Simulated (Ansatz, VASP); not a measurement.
## One calculation of AlP, two programs

```xyz
2
Lattice="0.0000 2.7169 2.7169 2.7169 0.0000 2.7169 2.7169 2.7169 0.0000" Properties=species:S:1:pos:R:3 pbc="T T T"
Al    0.0000    0.0000    0.0000
P     1.3584    1.3584    1.3584
```

Alike in both runs: functional LDA; k mesh 8 × 8 × 8; occupations gaussian, width 0.02 eV; no spin polarisation.

Ansatz relaxed the structure, and its values are those at the end. VASP's run is a single point on that final structure, the one shown.

|  | VASP | Ansatz |
| --- | --- | --- |
| version | VASP 6.6.1 | Ansatz 0.2.0 |
| potentials or method | VASP PAW LDA potentials, release 64 (Al, P), cutoff 500 eV | scalar-relativistic, plane waves, PAW |
| valence electrons in the cell | 8 | 8 |

VASP gave:

| Quantity | Value |
| --- | --- |
| gap on the k mesh at the Fermi level (eV) | 1.41 |
| least direct gap on the mesh (eV) | 3.24 |
| pressure (GPa) | 0.1 |

Question: What did Ansatz give for the same quantities?

Answer: gap on the k mesh at the Fermi level (eV): 1.42; least direct gap on the mesh (eV): 3.23; pressure (GPa): 0.0.

Ansatz warns that its potentials were made for another functional, while VASP's fit it. LDA's correlation is that of Perdew and Zunger in VASP and of Perdew and Wang (1992) in Ansatz.
